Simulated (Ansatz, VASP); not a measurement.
## LaAs in VASP and in Ansatz

```
La As
1.0
     0.00000    3.09908    3.09908
     3.09908    0.00000    3.09908
     3.09908    3.09908    0.00000
La As
1 1
Cartesian
  0.0000 0.0000 0.0000
  3.0991 3.0991 3.0991
```

Alike in both runs: task single point; functional PBEsol; k mesh 10 × 10 × 10; occupations fermi-dirac, width 0.05 eV; no spin polarisation.

|  | VASP | Ansatz |
| --- | --- | --- |
| version | VASP 6.6.1 | Ansatz 0.2.0 |
| potentials or method | VASP PAW PBE potentials, release 64 (La, As), cutoff 520 eV | all-electron LAPW, scalar-relativistic |

|  | VASP | Ansatz | Ansatz less VASP |
| --- | --- | --- | --- |
| pressure (GPa) | -2.8 | -2.8 | +0.02 |

VASP's potentials were made for PBE, not for PBEsol. Ansatz ran all-electron here, and VASP with PAW potentials.

Neither program's run includes spin-orbit coupling.
